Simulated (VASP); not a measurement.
Runs of VASP 6.6.1 on MnH4. The structure is that of space group P4/mmm (No. 123), or close to it. The cells are those of the table. 

| task | cell | k mesh | cutoff (eV) | gap on the mesh (eV) | pressure (GPa) | moment (μB) | largest force (eV/Å) |
| --- | --- | --- | --- | --- | --- | --- | --- |
| single point | a = 2.642, b = 2.642, c = 5.148 Å, 5 atoms | 12 × 12 × 10 | 520 | none | -0.1 | 1.81 | - |
| single point | a = 2.647, b = 2.647, c = 5.210 Å, 5 atoms | 14 × 14 × 8 | 520 | none | -0.1 | (a) | 0.01 |
| relaxation of cell and atoms | relaxed from a = 2.904, b = 2.904, c = 5.655 Å, 5 atoms | 6 × 6 × 4 | 600 | none | 0.1 | 1.77 | 0.01 |
| single point | a = 2.904, b = 2.904, c = 5.655 Å, 5 atoms | 6 × 6 × 4 | 520 | none | -19.2 | 4.02 | (c) |
| single point | a = 2.936, b = 2.936, c = 3.837 Å, 5 atoms | 6 × 6 × 4 | 520 | none | 0.1 | 3.99 | (b) |

Alike in all rows: level PBE; potentials or basis VASP PAW PBE potentials, release 64 (Mn_pv, H); spin collinear, ferromagnetic start; smearing gaussian 0.1 eV.

**Question.** Fill in the values left out.

**Answer.** (a) 1.85; (b) 0.03; (c) 0.37.

Caveats: some runs use coarse meshes.

A gap of «none» marks levels without a gap at the run's occupations.
